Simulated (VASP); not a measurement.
# GaP (I-4m2) in VASP: notebook, part 2 of 2

VASP 6.6.1.

## 4. Single point, PBE (22.52 Å³/atom)

This run uses another cell than the first one, of 22.52 Å³/atom.

Contents of INCAR:

```
PREC = Accurate
ENCUT = 520
EDIFF = 1E-7
ISMEAR = 0
SIGMA = 0.05
LREAL = F
LASPH = T
NELM = 60
ALGO = Normal
ISIF = 2
LWAVE = F
LCHARG = T
GGA = PE
LELF = T
LVHAR = T
NBANDS = 16
```

Contents of KPOINTS:

```
regular mesh
0
Gamma
  10 10 10
```

Contents of POSCAR:

```
GaP
1.0
    0.0000000000      2.6771736776      2.9005131935
    2.9005131935      0.0000000000      2.9005131935
    2.9005131935      2.6771736776      0.0000000000
Ga P
1 1
Direct
    0.0000000000      0.0000000000      0.0000000000
    0.7500000000      0.7500000000      0.7500000000
```

Potentials or basis: VASP PAW PBE potentials, release 64 (Ga_d, P).

Started as:

```sh
$ cat potpaw_PBE.64/Ga_d/POTCAR potpaw_PBE.64/P/POTCAR > POTCAR
$ mpirun -np 1 vasp_std > vasp.out
```

OUTCAR:

```text
PREC = Accurate
   ENCUT = 520
   EDIFF = 1E-7
   ISMEAR = 0
   LREAL = F
   LASPH = T
   NELM = 60
   ISIF = 2
   GGA = PE

 ion  position               nearest neighbor table
   1  0.000  0.000  0.000-   2 2.45   2 2.45   2 2.45   2 2.45
   2  0.750  0.750  0.750-   1 2.45   1 2.45   1 2.45   1 2.45

  LATTYP: Found a body centered tetragonal cell.
 ALAT       =     4.1019450961
 C/A-ratio  =     1.3053191181

  Lattice vectors:

 A1 = (   0.0000000000,  -2.6771736776,   2.9005131935)
 A2 = (   0.0000000000,  -2.6771736776,  -2.9005131935)
 A3 = (   2.9005131935,   2.6771736776,   0.0000000000)

Analysis of symmetry for initial positions (statically):
=====================================================================
 Subroutine PRICEL returns:
 Original cell was already a primitive cell.

 Routine SETGRP: Setting up the symmetry group for a
 body centered tetragonal supercell.

 Subroutine GETGRP returns: Found  8 space group operations
 (whereof  8 operations were pure point group operations)
 out of a pool of 16 trial point group operations.

[... 162 lines left out ...]

 E-fermi :   4.1466     XC(G=0):  -9.3624

 val. band max:        3.8648548251   @ k =   0.0000   0.0000   0.0000
 cond. band min:       4.5445463371   @ k =   0.0000   0.0000   0.0000
 fundamental gap:      0.6796915120
 Fermi energy:         4.1465984884

 k-point     1 :       0.0000    0.0000    0.0000
  band No.  band energies     occupation
      1     -10.7989      2.00000
      2     -10.7989      2.00000
      3     -10.7765      2.00000
      4     -10.7318      2.00000
      5     -10.7132      2.00000
      6      -8.1040      2.00000
[... 433 lines left out ...]
      3     -10.7519      2.00000
      4     -10.7363      2.00000
      5     -10.7112      2.00000
      6      -6.4649      2.00000
[... 8 lines left out ...]
     15      14.9526      0.00000
     16      16.4949      0.00000

 [... further k-points ...]

------------------------ aborting loop because EDIFF is reached ----------------------------------------

  FORCE on cell =-STRESS in cart. coord.  units (eV):
  Direction    XX          YY          ZZ          XY          YZ          ZX
  --------------------------------------------------------------------------------------
  -------------------------------------------------------------------------------------
  Total       -1.8595918     -0.4725493     -1.8595918      0.0000000      0.0000000      0.0000000
  in kB      -66.1411866    -16.8074366    -66.1411866      0.0000000      0.0000000      0.0000000
  external PRESSURE =     -49.6966033 kB  Pullay stress =       0.0000000 kB

 VOLUME and BASIS-vectors are now :
 -----------------------------------------------------------------------------
  energy-cutoff  :      520.00
  volume of cell :       45.05
      direct lattice vectors                 reciprocal lattice vectors
     0.000000000  2.677173678  2.900513194    -0.172383288  0.186764125  0.172383288
     2.900513194  0.000000000  2.900513194     0.172383288 -0.186764125  0.172383288
     2.900513194  2.677173678  0.000000000     0.172383288  0.186764125 -0.172383288

 POSITION                                       TOTAL-FORCE (eV/Angst)
 -----------------------------------------------------------------------------------
      0.00000      0.00000      0.00000         0.000000      0.000000      0.000000
      4.35077      4.01576      4.35077        -0.000000     -0.000000     -0.000000
 -----------------------------------------------------------------------------------
    total drift:                               -0.000002      0.000004     -0.000002

  FREE ENERGIE OF THE ION-ELECTRON SYSTEM (eV)
  ---------------------------------------------------
  free  energy   TOTEN  =        -9.0344801056 eV

  energy  without entropy=       -9.0344801056  energy(sigma->0) =       -9.03448011
```

Wall time 67 s (1 thread of Intel Xeon Platinum 8259CL at 2.50GHz (Skylake/Cascade Lake), shared host); peak memory 0.22 GiB.

Results:

```yaml
Free_energy: -9.0345 eV
Pressure: -5.0 GPa
Band_gap_on_the_k_mesh: 0.68 eV
```

Levels at points of the mesh, in eV from the valence-band top:
```csv
k point,band 6,band 7,band 8,band 9,band 10,band 11,band 12,band 13
"(0.00, 0.00, 0.00)",-11.97,-0.36,-0.36,0.00,0.68,3.57,3.76,3.76
"(0.50, 0.00, 0.00)",-10.23,-6.30,-1.48,-0.93,1.02,4.24,4.86,7.84
"(0.50, 0.50, 0.00)",-9.57,-6.66,-2.40,-2.36,1.79,1.90,9.21,9.34
"(0.50, 0.00, 0.50)",-9.29,-6.20,-2.88,-2.88,1.18,1.33,9.54,9.54
```

Caveat: the cell stands under tension.

## 5. Single point, PBE (22.52 Å³/atom)

This run uses another cell than the first one, of 22.52 Å³/atom.

Contents of INCAR:

```
PREC = Accurate
ENCUT = 520
EDIFF = 1E-6
ISMEAR = 0
SIGMA = 0.05
LREAL = False
LASPH = True
NELM = 80
ALGO = Normal
ISIF = 2
LWAVE = False
LCHARG = True
GGA = PE
LELF = True
LVHAR = True
NBANDS = 16
```

KPOINTS is that of step 4.

Contents of POSCAR:

```
GaP
1.0
    0.0000000000      2.7252999223      2.8747889476
    2.8747889476      0.0000000000      2.8747889476
    2.8747889476      2.7252999223      0.0000000000
Ga P
1 1
Direct
    0.0000000000      0.0000000000      0.0000000000
    0.7500000000      0.7500000000      0.7500000000
```

Potentials or basis: VASP PAW PBE potentials, release 64 (Ga_d, P).

Started as:

```sh
$ cat potpaw_PBE.64/Ga_d/POTCAR potpaw_PBE.64/P/POTCAR > POTCAR
$ mpirun -np 1 vasp_std > vasp.out
```

OUTCAR:

```text
PREC = Accurate
   ENCUT = 520
   EDIFF = 1E-6
   ISMEAR = 0
   LREAL = False
   LASPH = True
   NELM = 80
   ISIF = 2
   GGA = PE

 ion  position               nearest neighbor table
   1  0.000  0.000  0.000-   2 2.45   2 2.45   2 2.45   2 2.45
   2  0.750  0.750  0.750-   1 2.45   1 2.45   1 2.45   1 2.45

  LATTYP: Found a body centered tetragonal cell.
 ALAT       =     4.0655655187
 C/A-ratio  =     1.3406744571

  Lattice vectors:

 A1 = (   0.0000000000,  -2.7252999223,   2.8747889476)
 A2 = (   0.0000000000,  -2.7252999223,  -2.8747889476)
 A3 = (   2.8747889476,   2.7252999223,   0.0000000000)

Analysis of symmetry for initial positions (statically):
=====================================================================
 Subroutine PRICEL returns:
 Original cell was already a primitive cell.

 Routine SETGRP: Setting up the symmetry group for a
 body centered tetragonal supercell.

 Subroutine GETGRP returns: Found  8 space group operations
 (whereof  8 operations were pure point group operations)
 out of a pool of 16 trial point group operations.

The static configuration has the point symmetry D_2d.

Analysis of symmetry for dynamics (positions and initial velocities):
=====================================================================
 Subroutine PRICEL returns:
 Original cell was already a primitive cell.

 Routine SETGRP: Setting up the symmetry group for a
 body centered tetragonal supercell.

 Subroutine GETGRP returns: Found  8 space group operations
 (whereof  8 operations were pure point group operations)
 out of a pool of 16 trial point group operations.

The dynamic configuration has the point symmetry D_2d.

 Subroutine INISYM returns: Found  8 space group operations
 (whereof  8 operations are pure point group operations),
 and found     1 'primitive' translations

----------------------------------------------------------------------------------------

                                     Primitive cell

  volume of cell :      45.0460

  direct lattice vectors                    reciprocal lattice vectors
     0.000000000  2.725299922  2.874788948    -0.173925811  0.183466046  0.173925811
     2.874788948  0.000000000  2.874788948     0.173925811 -0.183466046  0.173925811
     2.874788948  2.725299922  0.000000000     0.173925811  0.183466046 -0.173925811

  length of vectors
     3.961271407  4.065565519  3.961271407     0.306855284  0.306855284  0.306855284

  position of ions in fractional coordinates (direct lattice)
     0.000000000  0.000000000  0.000000000
     0.750000000  0.750000000  0.750000000

  ion indices of the primitive-cell ions
   primitive index   ion index
                 1           1
                 2           2

----------------------------------------------------------------------------------------

 KPOINTS: regular mesh

Automatic generation of k-mesh.
 Grid dimensions read from file:
 generate k-points for:   10   10   10

 Generating k-lattice:

  Cartesian coordinates                     Fractional coordinates (reciprocal lattice)
    -0.017392581  0.018346605  0.017392581     0.100000000  0.000000000  0.000000000
     0.017392581 -0.018346605  0.017392581     0.000000000  0.100000000  0.000000000
     0.017392581  0.018346605 -0.017392581     0.000000000  0.000000000  0.100000000

  Length of vectors
     0.030685528  0.030685528  0.030685528

  Shift w.r.t. Gamma in fractional coordinates (k-lattice)
     0.000000000  0.000000000  0.000000000

 Subroutine IBZKPT returns following result:
 ===========================================

 Found    102 irreducible k-points:

 Following reciprocal coordinates:
            Coordinates               Weight
  0.000000  0.000000  0.000000      1.000000
  0.100000  0.000000 -0.000000      8.000000
  0.200000  0.000000 -0.000000      8.000000
  0.300000  0.000000  0.000000      8.000000
  0.400000  0.000000 -0.000000      8.000000
  0.500000  0.000000 -0.000000      4.000000
[... 16 lines left out ...]
  0.300000  0.300000  0.000000      4.000000
  0.400000  0.300000 -0.000000     16.000000
 [... further k-points ...]
   k-points           NKPTS =    102   k-points in BZ     NKDIM =    102   number of bands    NBANDS=     16
   number of dos      NEDOS =    301   number of ions     NIONS =      2
   total plane-waves  NPLWV =  27000
   dimension x,y,z NGX =    30 NGY =   30 NGZ =   30
   dimension x,y,z NGXF=    60 NGYF=   60 NGZF=   60
   ions per type =               1   1
   NGX,Y,Z   is equivalent  to a cutoff of  12.59, 12.27, 12.59 a.u.
   NGXF,Y,Z  is equivalent  to a cutoff of  25.18, 24.53, 25.18 a.u.
 SYSTEM =  unknown system
   PREC   = accura    normal or accurate (medium, high low for compatibility)
   ISTART =      0    job   : 0-new  1-cont  2-samecut
   ICHARG =      2    charge: 1-file 2-atom 10-const
   ISPIN  =      1    spin polarized calculation?
   LNONCOLLINEAR =      F non collinear calculations
   LSORBIT =      F    spin-orbit coupling
   LASPH  =      T    aspherical Exc in radial PAW
   ENCUT  =  520.0 eV  38.22 Ry    6.18 a.u.   7.37  7.56  7.37*2*pi/ulx,y,z
   NELM   =     80;   NELMIN=  2; NELMDL= -5     # of ELM steps
   EDIFF  = 0.1E-05   stopping-criterion for ELM
   LREAL  =      F    real-space projection
   EDIFFG = 0.1E-04   stopping-criterion for IOM
   NSW    =      0    number of steps for IOM
   IBRION =     -1    ionic relax: 0-MD 1-quasi-New 2-CG
   NFREE  =      0    steps in history (QN), initial steepest desc. (CG)
   ISIF   =      2    stress and relaxation
   ISYM   =      2    0-nonsym 1-usesym 2-fastsym
   POTIM  = 0.5000    time-step for ionic-motion
   TEBEG  =    0.0;   TEEND  =   0.0 temperature during run
   PSTRESS=    0.0 pullay stress
   NELECT =      18.0000    total number of electrons
   NUPDOWN=      -1.0000    fix difference up-down
   EMIN   =  10.00;   EMAX   =-10.00  energy-range for DOS
   EFERMI =   0.00;   METHOD = LEGACY
   ISMEAR =     0;   SIGMA  =   0.05  broadening in eV -4-tet -1-fermi 0-gaus
   EFERMI_NEDOS =   21; number of points for ismear=-14 and -15
   IALGO  =     38    algorithm
   IMIX   =      4    mixing-type and parameters
     AMIX     =   0.40;   BMIX     =  1.00
     AMIX_MAG =   1.60;   BMIX_MAG =  1.00
  volume/ion in A,a.u.               =      22.52       151.99
  Fermi-wavevector in a.u.,A,eV,Ry     =   1.205814  2.278658 19.782694  1.453987
  Thomas-Fermi vector in A             =   2.341499
   LORBIT       =      0    0 simple, 1 ext, 2 COOP (PROOUT), +10 PAW based schemes
   GGA     = PE    functional components
   LHFCALC =     F    Hartree Fock is set to
   AEXX    =    0.0000 exact exchange contribution
   IVDW    =     0    specifies the selected vdW correction
   LEPSILON=     F    determine dielectric tensor
   LRPA    =     F    only Hartree local field effects (RPA)
 non-spin polarized calculation
 Gauss-broadening in eV      SIGMA  =   0.05
  energy-cutoff  :      520.00
  volume of cell :       45.05
 maximum number of plane-waves:      1234
 NGX is ok and might be reduce to    30
   NGX = 15   NGY = 15   NGZ = 15

 number of electron      18.0000000 magnetization

 Free energy of the ion-electron system (eV)
  ---------------------------------------------------
  ext. energy  EPLUGINS =         0.00000000
  ---------------------------------------------------
  free energy    TOTEN  =        -9.05552190 eV

  energy without entropy =       -9.05552190  energy(sigma->0) =       -9.05552190

 E-fermi :   4.0005     XC(G=0):  -9.3584

 val. band max:        3.7904921732   @ k =   0.0000   0.0000   0.0000
 cond. band min:       4.5672867864   @ k =   0.0000   0.0000   0.0000
 fundamental gap:      0.7767946132
 Fermi energy:         4.0004945329

 k-point     1 :       0.0000    0.0000    0.0000
  band No.  band energies     occupation
      1     -10.7937      2.00000
      2     -10.7937      2.00000
      3     -10.7785      2.00000
      4     -10.7246      2.00000
      5     -10.7124      2.00000
      6      -8.1116      2.00000
[... 8 lines left out ...]
     15      12.8179      0.00000
     16      13.6447      0.00000
[... 419 lines left out ...]
 k-point    24 :       0.4000    0.3000   -0.0000
  band No.  band energies     occupation
      1     -10.8549      2.00000
      2     -10.7566      2.00000
      3     -10.7507      2.00000
      4     -10.7316      2.00000
      5     -10.7088      2.00000
      6      -6.4513      2.00000
[... 8 lines left out ...]
     15      15.0646      0.00000
     16      16.5354      0.00000

 [... further k-points ...]

------------------------ aborting loop because EDIFF is reached ----------------------------------------

  FORCE on cell =-STRESS in cart. coord.  units (eV):
  Direction    XX          YY          ZZ          XY          YZ          ZX
  --------------------------------------------------------------------------------------
  -------------------------------------------------------------------------------------
  Total       -1.7248470     -0.7555183     -1.7248470      0.0000000      0.0000000      0.0000000
  in kB      -61.3486384    -26.8719594    -61.3486384      0.0000000      0.0000000      0.0000000
  external PRESSURE =     -49.8564121 kB  Pullay stress =       0.0000000 kB

 VOLUME and BASIS-vectors are now :
 -----------------------------------------------------------------------------
  energy-cutoff  :      520.00
  volume of cell :       45.05
      direct lattice vectors                 reciprocal lattice vectors
     0.000000000  2.725299922  2.874788948    -0.173925811  0.183466046  0.173925811
     2.874788948  0.000000000  2.874788948     0.173925811 -0.183466046  0.173925811
     2.874788948  2.725299922  0.000000000     0.173925811  0.183466046 -0.173925811

 POSITION                                       TOTAL-FORCE (eV/Angst)
 -----------------------------------------------------------------------------------
      0.00000      0.00000      0.00000        -0.000000     -0.000000     -0.000000
      4.31218      4.08795      4.31218         0.000000      0.000000      0.000000
 -----------------------------------------------------------------------------------
    total drift:                               -0.000002     -0.000002     -0.000002

  FREE ENERGIE OF THE ION-ELECTRON SYSTEM (eV)
  ---------------------------------------------------
  free  energy   TOTEN  =        -9.0555219042 eV

  energy  without entropy=       -9.0555219042  energy(sigma->0) =       -9.05552190
```

OSZICAR:

```text
N       E                     dE             d eps       ncg     rms          rms(c)
DAV:   1     0.825461088215E+02    0.82546E+02   -0.89507E+03  3360   0.156E+03
DAV:   2    -0.270833824162E+01   -0.85254E+02   -0.81194E+02  3784   0.315E+02
DAV:   3    -0.918862965726E+01   -0.64803E+01   -0.64601E+01  4048   0.663E+01
DAV:   4    -0.929554102362E+01   -0.10691E+00   -0.10689E+00  4176   0.934E+00
DAV:   5    -0.929768258952E+01   -0.21416E-02   -0.21414E-02  4176   0.116E+00    0.378E+00
DAV:   6    -0.907374413511E+01    0.22394E+00   -0.37929E-01  5048   0.931E+00    0.244E+00
DAV:   7    -0.905455075200E+01    0.19193E-01   -0.76749E-02  4288   0.173E+00    0.102E+00
DAV:   8    -0.905494480742E+01   -0.39406E-03   -0.11652E-02  3824   0.126E+00    0.126E-01
DAV:   9    -0.905535713396E+01   -0.41233E-03   -0.12583E-03  4256   0.512E-01    0.883E-02
DAV:  10    -0.905544189319E+01   -0.84759E-04   -0.10831E-04  4360   0.925E-02    0.472E-02
DAV:  11    -0.905552238025E+01   -0.80487E-04   -0.11585E-04  3936   0.905E-02    0.581E-03
DAV:  12    -0.905552190425E+01    0.47600E-06   -0.37715E-06  3936   0.223E-02
   1 F= -.90555219E+01 E0= -.90555219E+01  d E =-.615557E-12
```

It took 57 s on 1 thread of Intel Xeon Platinum 8259CL at 2.50GHz (Skylake/Cascade Lake), shared host; peak memory 0.21 GiB.

What came out:

* Free energy: -9.0555 eV
* Pressure: -5.0 GPa
* Band gap on the k mesh: 0.78 eV

Stress tensor (GPa, compression positive):
```
-6.13  0.00  0.00
 0.00 -2.69  0.00
 0.00  0.00 -6.13
```

Caveat: the cell stands under tension.

## 6. Single point, PBE (20.30 Å³/atom)

This run uses another cell than the first one, of 20.30 Å³/atom.

Contents of INCAR:

```
SYSTEM = GaP
  PREC = Accurate
  ENCUT = 520
  EDIFF = 1E-6
  ISMEAR = 0
  SIGMA = 0.05
  LREAL = .FALSE.
  LASPH = .TRUE.
  NELM = 60
  ALGO = Normal
  ISIF = 2
  LWAVE = .FALSE.
  LCHARG = .TRUE.
  GGA = PE
  LELF = .TRUE.
  LVHAR = .TRUE.
  NBANDS = 16
```

Contents of KPOINTS:

```
Automatic mesh
0
G
  10 10 10
  0 0 0
```

Contents of POSCAR:

```
GaP
1.0
    0.0000000000      2.6324288449      2.7768236761
    2.7768236761      0.0000000000      2.7768236761
    2.7768236761      2.6324288449      0.0000000000
Ga P
1 1
Direct
    0.0000000000      0.0000000000      0.0000000000
    0.7500000000      0.7500000000      0.7500000000
```

Potentials or basis: VASP PAW PBE potentials, release 64 (Ga_d, P).

Started as:

```sh
$ cat potpaw_PBE.64/Ga_d/POTCAR potpaw_PBE.64/P/POTCAR > POTCAR
$ mpirun -np 1 vasp_std > vasp.out
```

Run time: 90 s. Hardware: 1 thread of AMD EPYC 7R13, shared host; peak memory 0.18 GiB.

Results (log left out):

```yaml
Free_energy: -9.1033 eV
Pressure: 2.1 GPa
Band_gap_on_the_k_mesh: 1.11 eV (least direct gap 1.60 eV)
```

Stress tensor (GPa, compression positive):
```
0.93 0.00 0.00
0.00 4.47 0.00
0.00 0.00 0.93
```

Levels at points of the mesh, in eV from the valence-band top:
```csv
k point,band 5,band 6,band 7,band 8,band 9,band 10,band 11,band 12,band 13,band 14
"(0.00, 0.00, 0.00)",-14.63,-12.65,-0.27,-0.27,0.00,1.60,3.65,3.77,3.77,8.60
"(0.50, 0.00, 0.00)",-14.61,-10.59,-6.79,-1.50,-1.08,1.43,4.35,4.81,8.13,10.60
"(0.50, 0.50, 0.00)",-14.61,-9.77,-7.03,-2.74,-2.70,1.61,1.82,10.23,10.23,10.76
"(0.50, 0.00, 0.50)",-14.60,-9.54,-6.68,-3.09,-3.09,1.25,1.31,10.37,10.37,11.28
```

A k mesh can miss the band edges. PBE gaps usually lie below the measured ones, often by a third to a half.

## 7. Summary

| cell | gap on the mesh (eV) | pressure (GPa) |
| --- | --- | --- |
| a = 3.928, b = 4.032 Å, angles 59.1, 61.7, 59.1°, 2 atoms | 0.97 | -3.6 |
| a = 4.054, b = 3.888 Å, angles 61.3, 57.3, 61.3°, 2 atoms | 0.75 | -5.0 |
| a = 3.947, b = 4.102 Å, angles 58.7, 62.6, 58.7°, 2 atoms | 0.68 | -5.0 |
| a = 3.961, b = 4.066 Å, angles 59.1, 61.7, 59.1°, 2 atoms | 0.78 | -5.0 |
| a = 3.826, b = 3.927 Å, angles 59.1, 61.7, 59.1°, 2 atoms | 1.11 | 2.1 |

Alike in all rows: task single point; level PBE; potentials or basis VASP PAW PBE potentials, release 64 (Ga_d, P); no spin polarisation; k mesh 10 × 10 × 10; cutoff (eV) 520; smearing gaussian 0.05 eV.

Caveats: the cell stands under tension (at least some runs).

Total energies depend on the potentials used, so only differences within one code and one set of settings carry meaning.
